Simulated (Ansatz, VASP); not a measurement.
**K in VASP and in Ansatz**

File INCAR:

```
SYSTEM = K
  ALGO = Normal
  EDIFF = 1E-6
  ENCUT = 520
  GGA = PE
  ISIF = 2
  ISMEAR = -1
  LASPH = .True.
  LCHARG = .False.
  LREAL = .False.
  LWAVE = .False.
  NBANDS = 16
  NELM = 100
  PREC = Accurate
  SIGMA = 0.05
```

KPOINTS

```
k-points
0
Gamma
  7 7 4
  0 0 0
```

File POSCAR:

```
K
1.0
    4.6651769858      0.0000000000      0.0000000000
   -2.3325884929      4.0401617828      0.0000000000
    0.0000000000      0.0000000000      7.6701311367
K
2
Direct
    0.6666666667      0.3333333333      0.7500000000
    0.3333333333      0.6666666667      0.2500000000
```

Contents of input.yaml:

```yaml
crystal:
  lattice:
    - [4.6651769858, 0.0, 0.0]
    - [-2.3325884929, 4.0401617828, 0.0]
    - [0.0, 0.0, 7.6701311367]
  atoms:
    - { symbol: K, position: [0.6666666667, 0.3333333333, 0.75] }
    - { symbol: K, position: [0.3333333333, 0.6666666667, 0.25] }
hamiltonian:
  xc: pbe
  pseudopotentials: { kind: paw }
kpoints:
  mp_grid: { grid: [7, 7, 4] }
scf:
  occupations: { method: fermi_dirac, width: 0.05 }
output:
  forces: true
  stress: true
  eigenvalues: true
```

Alike in both runs: task single point; functional PBE; k mesh 7 × 7 × 4; occupations fermi-dirac, width 0.05 eV; no spin polarisation.

|  | VASP | Ansatz |
| --- | --- | --- |
| version | VASP 6.6.1 | Ansatz 0.2.0 |
| potentials or method | VASP PAW PBE potentials, release 64 (K_sv) | Ansatz PAW |
| plane-wave cutoff (eV) | 520 | 420 |
| valence electrons in the cell | 18 | 18 |

```tsv
	VASP	Ansatz	Ansatz less VASP
gap on the k mesh at the Fermi level (eV)	none	none	-
pressure (GPa)	0.1	0.1	+0.01
traceless stress, the component that is largest in VASP (GPa)	0.05	0.05	0.000
```

A gap of «none» marks a metal or a gap that the smearing closes.
